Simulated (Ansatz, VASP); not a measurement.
## Li2Al3H9 in VASP and in Ansatz

```
CELL_PARAMETERS angstrom
4.09689 0.00000 0.00000
0.00000 4.09689 0.00000
0.00000 0.00000 12.29066
ATOMIC_POSITIONS crystal
Li 0.50000 0.50000 0.83333
Li 0.50000 0.50000 0.16667
Al 0.00000 0.00000 0.66667
Al 0.00000 0.00000 0.00000
Al 0.00000 0.00000 0.33333
H 0.50000 0.00000 0.66667
H 0.50000 0.00000 0.00000
H 0.50000 0.00000 0.33333
H 0.00000 0.50000 0.66667
H 0.00000 0.50000 0.00000
H 0.00000 0.50000 0.33333
H 0.00000 0.00000 0.83333
H 0.00000 0.00000 0.16667
H 0.00000 0.00000 0.50000
```

Change from the starting cell: ordered vacancies on the A sites of perovskite (P4/mmm, No. 123).

Alike in both runs: task relaxation of cell and atoms; functional PBE; k mesh 4 × 4 × 2; occupations gaussian, width 0.1 eV; no spin polarisation.

|  | VASP | Ansatz |
| --- | --- | --- |
| version | VASP 6.6.1 | Ansatz 0.2.0 |
| potentials or method | VASP PAW PBE potentials, release 64 (Li_sv, Al, H), cutoff 600 eV | scalar-relativistic, plane waves, PAW |
| valence electrons in the cell | 24 | 24 |

VASP gave:

* gap on the k mesh at the Fermi level, each at its own relaxed structure (eV): none
* relaxed volume (Å³/atom): 10.64
* relaxed cell length with the largest relative difference (Å): 3.689

Q: Estimate Ansatz's values.

A: gap on the k mesh at the Fermi level, each at its own relaxed structure (eV): none; relaxed volume (Å³/atom): 10.61; relaxed cell length with the largest relative difference (Å): 3.684.

A gap of «none» marks a metal or a gap that the smearing closes.

The k mesh is coarse, so the values compare programs but aren't converged. Noted on VASP's run: the cutoff is short for stress, so the pressure is rough; the volume moved by over 15 % at a fixed basis, so the end points are rough.
